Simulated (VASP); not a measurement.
Crystal: ZrC.

```
CELL_PARAMETERS angstrom
3.34462 0.00000 0.00000
1.67231 2.89652 0.00000
1.67231 0.96551 2.73087
ATOMIC_POSITIONS crystal
Zr 0.50000 0.50000 0.50000
C 0.00000 0.00000 0.00000
```

```yaml
Program: VASP 6.6.1
Task: relaxation of cell and atoms
Functional: PBE
Dispersion: D4
Potentials_or_basis: VASP PAW PBE potentials, release 64 (Zr_sv, C)
Cutoff: 600 eV
k_mesh: 7 × 7 × 7
Occupations: methfessel-paxton, width 0.01 eV
Spin: no spin polarisation
```

At the start: pressure -6.1 GPa; volume 13.23 Å³/atom.

Q: How do energy, volume and symmetry change on relaxing?

A: Over 3 steps the energy falls by 7.1 meV/atom and the volume is 12.87 Å³/atom (-2.7 %); space group Fm-3m (No. 225, to 0.05 Å).

The path:
| step | energy change (eV) | largest force (eV/Å) | pressure (GPa) | volume (Å³) |
| --- | --- | --- | --- | --- |
| 1 | 0.0000 | 0.0000 | -6.08 | 26.46 |
| 2 | 0.0247 | 0.0000 | 11.40 | 24.58 |
| 3 | -0.0143 | 0.0000 | -0.07 | 25.73 |

Final structure:
```
Zr C
1.0
     3.31377    0.00000    0.00000
     1.65689    2.86981    0.00000
     1.65689    0.95660    2.70568
Zr C
1 1
Direct
  0.50000 0.50000 0.50000
  0.00000 0.00000 0.00000
```

Caveat: pairwise dispersion overbinds metals, which lowers pressure and volume.
